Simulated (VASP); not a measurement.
# MgCd3O (P4mm) in VASP: further runs

The runs below take MgCd3O through single point, with PBE.

Program: VASP 6.6.1. These are calculated values, not measurements. Logs are shortened: lines on timing, memory, paths and dates and some standing lists are left out, and cuts for length are marked.

### Step 1. The cell of the first run

It takes space group P4mm (No. 99, tetragonal). Conventional cell: a = 4.335 Å, b = 4.335 Å, c = 5.437 Å, α = 90.00°, β = 90.00°, γ = 90.00°. Mg (site symmetry 4mm) has 12 Cd at 3.07 to 3.71 Å and 4 O at 3.67 Å within 4.0 Å. Cd (site symmetry 4mm) has 1 O at 2.21 Å within 2.9 Å. Within 3.3 Å of Cd (site symmetry 2mm) lie 2 O at 2.38 Å and 6 Cd at 3.07 to 3.11 Å and 2 Mg at 3.26 Å. O (site symmetry 4mm) has 5 Cd at 2.21 to 2.38 Å within 2.9 Å.

The cell was generated, and may not be a known phase.

### Step 2. Single point, PBE

File INCAR:

```
SYSTEM = MgCd3O
ALGO     = Normal         ! electronic algorithm
EDIFF    = 1E-6           ! SCF threshold, eV
ENCUT    = 600            ! plane-wave cutoff, eV
GGA      = PE             ! functional
GGA_COMPAT= .FALSE.      
ISIF     = 2              ! what is computed and relaxed
ISMEAR   = 0              ! smearing method
LASPH    = .TRUE.         ! aspherical terms in the spheres
LCHARG   = .FALSE.        ! write CHGCAR
LREAL    = .FALSE.        ! projectors in reciprocal space
LWAVE    = .FALSE.        ! write WAVECAR
NBANDS   = 30             ! bands
NELM     = 120            ! most SCF steps
PREC     = Accurate       ! precision mode
SIGMA    = 0.1            ! smearing width, eV
```

File KPOINTS:

```
k-points
0
G
  8 8 8
  0 0 0
```

File POSCAR:

```
MgCd3O
1.0
    4.3350060498      0.0000000000      0.0000000000
    0.0000000000      4.3350060498      0.0000000000
    0.0000000000      0.0000000000      5.4374307311
Mg Cd O
1 3 1
Direct
    0.0000000000      0.0000000000      0.0416798682
    0.5000000000      0.5000000000      0.0780968456
    0.0000000000      0.5000000000      0.4886265749
    0.5000000000      0.0000000000      0.4886265749
    0.5000000000      0.5000000000      0.6708701363
```

Potentials or basis: VASP PAW PBE potentials, release 64 (Mg, Cd, O).

Run with:

```
cat potpaw_PBE.64/Mg/POTCAR potpaw_PBE.64/Cd/POTCAR potpaw_PBE.64/O/POTCAR > POTCAR
mpirun -np 1 vasp_std > vasp.out
```

OUTCAR:

```text
SYSTEM = MgCd3O
   EDIFF = 1E-6
   ENCUT = 600
   GGA = PE
   ISIF = 2
   ISMEAR = 0
   LASPH = .TRUE.
   LREAL = .FALSE.
   NELM = 120
   PREC = Accurate

 ion  position               nearest neighbor table
   1  0.000  0.000  0.042-   2 3.07   2 3.07   2 3.07   2 3.07   3 3.26   4 3.26   4 3.26   3 3.26
                             3 3.71   4 3.71   4 3.71   3 3.71
   2  0.500  0.500  0.078-   5 2.21   1 3.07   1 3.07   1 3.07   1 3.07   4 3.11   3 3.11   3 3.11
                             4 3.11
   3  0.000  0.500  0.489-   5 2.38   5 2.38   4 3.07   4 3.07   4 3.07   4 3.07   2 3.11   2 3.11
                             1 3.26   1 3.26   1 3.71   1 3.71
   4  0.500  0.000  0.489-   5 2.38   5 2.38   3 3.07   3 3.07   3 3.07   3 3.07   2 3.11   2 3.11
                             1 3.26   1 3.26   1 3.71   1 3.71
   5  0.500  0.500  0.671-   2 2.21   3 2.38   4 2.38   4 2.38   3 2.38

  LATTYP: Found a simple tetragonal cell.
 ALAT       =     4.3350060498
 C/A-ratio  =     1.2543075301

  Lattice vectors:

 A1 = (   4.3350060498,   0.0000000000,   0.0000000000)
 A2 = (   0.0000000000,   4.3350060498,   0.0000000000)
 A3 = (   0.0000000000,   0.0000000000,   5.4374307311)

Analysis of symmetry for initial positions (statically):
=====================================================================
 Subroutine PRICEL returns:
 Original cell was already a primitive cell.

 Routine SETGRP: Setting up the symmetry group for a
 simple tetragonal supercell.

 Subroutine GETGRP returns: Found  8 space group operations
 (whereof  8 operations were pure point group operations)
 out of a pool of 16 trial point group operations.

The static configuration has the point symmetry C_4v.

Analysis of symmetry for dynamics (positions and initial velocities):
=====================================================================
 Subroutine PRICEL returns:
 Original cell was already a primitive cell.

 Routine SETGRP: Setting up the symmetry group for a
 simple tetragonal supercell.

 Subroutine GETGRP returns: Found  8 space group operations
 (whereof  8 operations were pure point group operations)
 out of a pool of 16 trial point group operations.

The dynamic configuration has the point symmetry C_4v.

 Subroutine INISYM returns: Found  8 space group operations
 (whereof  8 operations are pure point group operations),
 and found     1 'primitive' translations

[... 102 lines left out ...]
   EDIFFG = 0.1E-04   stopping-criterion for IOM
   NSW    =      0    number of steps for IOM
   IBRION =     -1    ionic relax: 0-MD 1-quasi-New 2-CG
   NFREE  =      0    steps in history (QN), initial steepest desc. (CG)
   ISIF   =      2    stress and relaxation
   ISYM   =      2    0-nonsym 1-usesym 2-fastsym
   POTIM  = 0.5000    time-step for ionic-motion
   TEBEG  =    0.0;   TEEND  =   0.0 temperature during run
   PSTRESS=    0.0 pullay stress
   NELECT =      44.0000    total number of electrons
   NUPDOWN=      -1.0000    fix difference up-down
   EMIN   =  10.00;   EMAX   =-10.00  energy-range for DOS
   EFERMI =   0.00;   METHOD = LEGACY
   ISMEAR =     0;   SIGMA  =   0.10  broadening in eV -4-tet -1-fermi 0-gaus
   EFERMI_NEDOS =   21; number of points for ismear=-14 and -15
   IALGO  =     38    algorithm
   IMIX   =      4    mixing-type and parameters
     AMIX     =   0.40;   BMIX     =  1.00
     AMIX_MAG =   1.60;   BMIX_MAG =  1.00
  volume/ion in A,a.u.               =      20.44       137.91
  Fermi-wavevector in a.u.,A,eV,Ry     =   1.236236  2.336147 20.793500  1.528279
  Thomas-Fermi vector in A             =   2.370853
   LORBIT       =      0    0 simple, 1 ext, 2 COOP (PROOUT), +10 PAW based schemes
   GGA     = PE    functional components
   LHFCALC =     F    Hartree Fock is set to
   AEXX    =    0.0000 exact exchange contribution
   IVDW    =     0    specifies the selected vdW correction
   LEPSILON=     F    determine dielectric tensor
   LRPA    =     F    only Hartree local field effects (RPA)
 non-spin polarized calculation
 Gauss-broadening in eV      SIGMA  =   0.10
  energy-cutoff  :      600.00
  volume of cell :      102.18
 maximum number of plane-waves:      3442
 NGX is ok and might be reduce to    36
   NGX = 17   NGY = 17   NGZ = 21

 number of electron      43.9999986 magnetization

 Free energy of the ion-electron system (eV)
  ---------------------------------------------------
  ext. energy  EPLUGINS =         0.00000000
  ---------------------------------------------------
  free energy    TOTEN  =        -9.65685491 eV

  energy without entropy =       -9.64791013  energy(sigma->0) =       -9.65238252

 E-fermi :   2.4866     XC(G=0): -10.0666

 val. band max:        2.4829929095   @ k =   0.3750   0.3750   0.1250
 cond. band min:       2.4997474811   @ k =   0.2500   0.2500   0.5000
 fundamental gap:      0.0167545716
 Fermi energy:         2.4866370536

 k-point     1 :       0.0000    0.0000    0.0000
  band No.  band energies     occupation
      1     -15.7118      2.00000
      2      -6.9404      2.00000
      3      -6.8067      2.00000
      4      -6.8067      2.00000
      5      -6.7066      2.00000
      6      -6.6484      2.00000
[... 781 lines left out ...]
     29       8.6472      0.00000
     30       9.3326      0.00000

 [... further k-points ...]

------------------------ aborting loop because EDIFF is reached ----------------------------------------

  FORCE on cell =-STRESS in cart. coord.  units (eV):
  Direction    XX          YY          ZZ          XY          YZ          ZX
  --------------------------------------------------------------------------------------
  -------------------------------------------------------------------------------------
  Total        0.1604646      0.1604646      0.2491332      0.0000000      0.0000000     -0.0000000
  in kB        2.5160348      2.5160348      3.9063304      0.0000000      0.0000000     -0.0000000
  external PRESSURE =       2.9794666 kB  Pullay stress =       0.0000000 kB

 VOLUME and BASIS-vectors are now :
 -----------------------------------------------------------------------------
  energy-cutoff  :      600.00
  volume of cell :      102.18
      direct lattice vectors                 reciprocal lattice vectors
     4.335006050  0.000000000  0.000000000     0.230680186  0.000000000  0.000000000
     0.000000000  4.335006050  0.000000000     0.000000000  0.230680186  0.000000000
     0.000000000  0.000000000  5.437430731     0.000000000  0.000000000  0.183910389

 POSITION                                       TOTAL-FORCE (eV/Angst)
 -----------------------------------------------------------------------------------
      0.00000      0.00000      0.22663         0.000000      0.000000      0.003915
      2.16750      2.16750      0.42465        -0.000000      0.000000      0.068776
      0.00000      2.16750      2.65687         0.000000     -0.000000     -0.025340
      2.16750      0.00000      2.65687         0.000000      0.000000     -0.025340
      2.16750      2.16750      3.64781         0.000000      0.000000     -0.022012
 -----------------------------------------------------------------------------------
    total drift:                                0.000000      0.000000     -0.001352

  FREE ENERGIE OF THE ION-ELECTRON SYSTEM (eV)
  ---------------------------------------------------
  free  energy   TOTEN  =        -9.6568549124 eV

  energy  without entropy=       -9.6479101308  energy(sigma->0) =       -9.65238252
```

stdout:

```text
POSCAR found type information on POSCAR MgCdO
 POSCAR found :  3 types and       5 ions
 scaLAPACK will be used
 LDA part: xc-table for (Slater+PW92), standard interpolation
 POSCAR, INCAR and KPOINTS ok, starting setup
 FFT: planning ... GRIDC
 FFT: planning ... GRID_SOFT
 FFT: planning ... GRID
 WAVECAR not read
 entering main loop
```

Run time: 1.7 min. Hardware: 1 thread of Intel Xeon 6975P-C (Granite Rapids), shared host; peak memory 0.42 GiB.

Results:

```yaml
Free_energy: -9.6569 eV
Pressure: 0.3 GPa
Largest_force: 0.069 eV/Å
Band_gap_on_the_k_mesh: zero (bands 22 and 23 overlap by 3.05 eV)
```

Forces in eV/Å, atoms in the order of the input:
```
Mg   0.000  0.000  0.004
Cd   0.000  0.000  0.069
Cd   0.000  0.000 -0.025
Cd   0.000  0.000 -0.025
O    0.000  0.000 -0.022
```

Stress tensor (GPa, compression positive):
```
0.25 0.00 0.00
0.00 0.25 0.00
0.00 0.00 0.39
```

Levels at points of the mesh, in eV from the Fermi level:
```tsv
k point	band 20	band 21	band 22	band 23	band 24	band 25
(0.00, 0.00, 0.00)	-3.69	-0.86	0.65	1.73	1.73	1.78
(0.50, 0.00, 0.00)	-3.28	-2.29	0.62	1.41	1.86	2.81
(0.50, 0.50, 0.00)	-2.60	-2.14	-1.24	-1.24	2.49	2.71
(0.00, 0.00, 0.50)	-3.39	-2.08	1.58	1.58	2.38	3.36
(0.50, 0.00, 0.50)	-3.08	-1.71	-1.03	-0.23	3.50	4.10
(0.50, 0.50, 0.50)	-2.25	-2.25	-1.92	-0.11	-0.10	1.84
```

### Step 3. Single point, PBE

File INCAR:

```
SYSTEM = MgCd3O
PREC = Accurate ; ENCUT = 600
EDIFF = 1E-6 ; ISMEAR = 0
SIGMA = 0.1 ; LREAL = .FALSE.
LASPH = .TRUE. ; NELM = 120
ALGO = Normal ; ISIF = 2
LWAVE = .FALSE. ; LCHARG = .FALSE.
GGA = PE ; NBANDS = 30
GGA_COMPAT = .FALSE.
```

File KPOINTS:

```
Automatic mesh
0
G
  10 10 8
  0 0 0
```

File POSCAR:

```
MgCd3O
1.0
    4.3425434145      0.0000000000      0.0000000000
    0.0000000000      4.3425434145      0.0000000000
    0.0000000000      0.0000000000      5.4256581238
Mg Cd O
1 3 1
Direct
    0.0000000000      0.0000000000      0.0427029608
    0.5000000000      0.5000000000      0.0785571481
    0.0000000000      0.5000000000      0.4879156343
    0.5000000000      0.0000000000      0.4879156343
    0.5000000000      0.5000000000      0.6708086225
```

Potentials or basis: VASP PAW PBE potentials, release 64 (Mg, Cd, O).

Run with:

```
cat potpaw_PBE.64/Mg/POTCAR potpaw_PBE.64/Cd/POTCAR potpaw_PBE.64/O/POTCAR > POTCAR
mpirun -np 1 vasp_std > vasp.out
```

Wall time 2.4 min (1 thread of Intel Xeon 6975P-C (Granite Rapids), shared host); peak memory 0.49 GiB.

The run converged. Its results:

| Item | Value |
| --- | --- |
| Free energy | -9.6521 eV |
| Pressure | 0.2 GPa |
| Largest force | 0.061 eV/Å |
| Band gap on the k mesh | zero (bands 22 and 23 overlap by 3.03 eV) |

Forces in eV/Å, atoms in the order of the input:
```
Mg   0.000  0.000  0.004
Cd   0.000  0.000  0.061
Cd   0.000  0.000 -0.023
Cd   0.000  0.000 -0.023
O    0.000  0.000 -0.019
```

Stress tensor (GPa, compression positive):
```
0.20 0.00 0.00
0.00 0.20 0.00
0.00 0.00 0.31
```

Levels at points of the mesh, in eV from the Fermi level:
| k point | band 20 | band 21 | band 22 | band 23 | band 24 | band 25 |
| --- | --- | --- | --- | --- | --- | --- |
| (0.00, 0.00, 0.00) | -3.67 | -0.85 | 0.67 | 1.71 | 1.71 | 1.74 |
| (0.50, 0.00, 0.00) | -3.26 | -2.28 | 0.65 | 1.42 | 1.86 | 2.83 |
| (0.50, 0.50, 0.00) | -2.62 | -2.14 | -1.24 | -1.24 | 2.49 | 2.74 |
| (0.00, 0.00, 0.50) | -3.37 | -2.06 | 1.56 | 1.56 | 2.35 | 3.34 |
| (0.50, 0.00, 0.50) | -3.06 | -1.70 | -1.01 | -0.23 | 3.47 | 4.06 |
| (0.50, 0.50, 0.50) | -2.26 | -2.26 | -1.93 | -0.11 | -0.10 | 1.84 |
